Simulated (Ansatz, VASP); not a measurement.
## NaH in VASP and in Ansatz

INCAR

```
SYSTEM = NaH
  PREC = Accurate
  ENCUT = 520
  EDIFF = 1E-6
  ISMEAR = -1
  SIGMA = 0.02
  LREAL = .FALSE.
  LASPH = .TRUE.
  NELM = 60
  ALGO = Normal
  ISIF = 2
  LWAVE = .FALSE.
  LCHARG = .FALSE.
  GGA = PE
  NBANDS = 16
```

KPOINTS

```
Automatic mesh
0
G
  12 12 6
  0 0 0
```

File POSCAR:

```
NaH
1.0
    3.9533072841      0.0000000000      0.0000000000
   -1.9766536420      3.4236645370      0.0000000000
    0.0000000000      0.0000000000      4.8283237770
Na H
2 2
Direct
    0.3333333333      0.6666666667      0.2500000000
    0.6666666667      0.3333333333      0.7500000000
    0.6666666667      0.3333333333      0.2500000000
    0.3333333333      0.6666666667      0.7500000000
```

Input for Ansatz:

```yaml
crystal:
  lattice:
    - [3.9533072841, 0.0, 0.0]
    - [-1.976653642, 3.423664537, 0.0]
    - [0.0, 0.0, 4.828323777]
  atoms:
    - { symbol: Na, position: [0.3333333333, 0.6666666667, 0.25] }
    - { symbol: Na, position: [0.6666666667, 0.3333333333, 0.75] }
    - { symbol: H, position: [0.6666666667, 0.3333333333, 0.25] }
    - { symbol: H, position: [0.3333333333, 0.6666666667, 0.75] }
kpoints:
  mp_grid: { grid: [12, 12, 6] }
  band_path:
    path:
      - [[0.0, 0.0, 0.0], [0.5, 0.0, 0.0], [0.333333333333, 0.333333333333, 0.0], [0.0, 0.0, 0.0], [0.0, 0.0, 0.5], [0.5, 0.0, 0.5], [0.333333333333, 0.333333333333, 0.5], [0.0, 0.0, 0.5]]
      - [[0.5, 0.0, 0.5], [0.5, 0.0, 0.0]]
      - [[0.333333333333, 0.333333333333, 0.5], [0.333333333333, 0.333333333333, 0.0]]
    npoints: 10
hamiltonian:
  xc: pbe
scf:
  occupations: { method: fermi_dirac, width: 0.02 }
  n_extra_bands: 5
output:
  forces: true
  stress: true
  eigenvalues: true
```

Alike in both runs: task single point; functional PBE; k mesh 12 × 12 × 6; occupations fermi-dirac, width 0.02 eV; no spin polarisation.

```csv
,VASP,Ansatz
version,VASP 6.6.1,Ansatz 0.2.0
potentials or method,"VASP PAW PBE potentials, release 64 (Na_pv, H)","plane waves, PAW"
plane-wave cutoff (eV),520,420
valence electrons in the cell,16,20
```

```csv
,VASP,Ansatz,Ansatz less VASP
gap on the k mesh at the Fermi level (eV),3.33,3.33,-0.001
pressure (GPa),0.3,0.4,+0.03
"traceless stress, the component that is largest in VASP (GPa)",0.07,0.08,+0.003
```

VASP's potentials hold 16 valence electrons a cell and Ansatz's 20, so a difference there can come from the potentials and not from the codes.
